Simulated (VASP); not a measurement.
BP, 2 atoms in the cell. The structure is cubic, space group F-43m (No. 216). The conventional cell has a = 4.553 Å, b = 4.553 Å, c = 4.553 Å, α = 90.00°, β = 90.00°, γ = 90.00°. Within 2.6 Å of B (site symmetry -43m) lie 4 P at 1.97 Å. Within 2.6 Å of P (site symmetry -43m) lie 4 B at 1.97 Å.  This cell differs from its parent crystal: volume scaled by 1.01.

| Quantity | Value |
| --- | --- |
| Program | VASP 6.6.1 |
| Task | electric field gradients |
| Functional | PBE |
| Potentials or basis | VASP PAW PBE potentials, release 64 (B, P) |
| Cutoff | 520 eV |
| k mesh | 15 × 15 × 15 |
| Occupations | fermi-dirac, width 0.05 eV |
| Spin | no spin polarisation |
| Dipole correction | no |
| Further INCAR settings | ALGO = Normal; EDIFF = 1e-08; NBANDS = 11 |

Potentials or basis: VASP PAW PBE potentials, release 64 (B, P).

Command:

```bash
$ cat potpaw_PBE.64/B/POTCAR potpaw_PBE.64/P/POTCAR > POTCAR
$ mpirun -np 1 vasp_std > vasp.out
```

Hardware: 1 thread of Intel(R) Xeon(R) Platinum 8375C CPU @ 2.90GHz (Ice Lake), on a shared host.

Problem. Estimate the wall time of this run.

Solution. It took 18 s on 1 thread of Intel(R) Xeon(R) Platinum 8375C CPU @ 2.90GHz (Ice Lake), with other jobs on the host, peak memory 0.15 GiB. Counts: scf iterations 15, k points 120.
